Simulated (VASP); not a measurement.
**NaSnF3: single point with PBE**

NaSnF3:

```xyz
5
Lattice="4.7717 0.0000 0.0000 0.0000 4.7717 0.0000 0.0000 0.0000 4.5794" Properties=species:S:1:pos:R:3 pbc="T T T"
Na    0.0000    0.0000    0.0000
Sn    2.3858    2.3858    2.2897
F     2.3858    2.3858    0.0000
F     2.3858    0.0000    2.2897
F     0.0000    2.3858    2.2897
```

This cell differs from its parent crystal: epitaxial xy strain +3.0%.

```
Program             : VASP 6.6.1
Task                : single point
Functional          : PBE
Potentials or basis : VASP PAW PBE potentials, release 64 (Na_pv, Sn_d, F)
Cutoff              : 520 eV
k mesh              : 6 × 6 × 6
Occupations         : fermi-dirac, width 0.02 eV
Spin                : no spin polarisation
```

```json
{"Pressure": "-0.4 GPa", "Band gap on the k mesh": "1.05 eV (least direct gap 1.89 eV)"}
```

Stress tensor (GPa, compression positive):
```
-1.40  0.00  0.00
 0.00 -1.40  0.00
 0.00  0.00  1.51
```

Levels at points of the mesh, in eV from the valence-band top:
| k point | band 17 | band 18 | band 19 | band 20 | band 21 | band 22 | band 23 | band 24 | band 25 | band 26 |
| --- | --- | --- | --- | --- | --- | --- | --- | --- | --- | --- |
| (0.00, 0.00, 0.00) | -5.21 | -5.04 | -5.00 | -5.00 | -4.95 | 1.13 | 4.65 | 4.65 | 5.22 | 6.55 |
| (0.50, 0.00, 0.00) | -5.13 | -5.10 | -5.07 | -5.00 | -2.63 | 1.05 | 4.07 | 4.68 | 4.72 | 5.26 |
| (0.50, 0.50, 0.00) | -5.32 | -5.06 | -5.06 | -4.70 | -1.30 | 1.84 | 1.84 | 2.65 | 5.11 | 6.30 |
| (0.00, 0.00, 0.50) | -5.36 | -5.04 | -5.00 | -5.00 | -2.41 | 1.27 | 4.03 | 4.65 | 4.65 | 5.02 |
| (0.50, 0.00, 0.50) | -5.27 | -5.27 | -5.09 | -4.77 | -1.11 | 1.84 | 2.10 | 2.77 | 4.49 | 6.10 |
| (0.50, 0.50, 0.50) | -5.31 | -4.77 | -4.77 | -4.70 | 0.00 | 1.89 | 1.89 | 2.20 | 2.96 | 5.01 |

Wall time 81 s on 1 thread of Oxide Virtual Turin-like Processor, with other jobs on the host, peak memory 0.23 GiB.

Caveat: the cell differs from its parent crystal (epitaxial xy strain +3.0%); spin-orbit coupling is left out, which moves the levels of the heavy elements. A k mesh can miss the band edges.
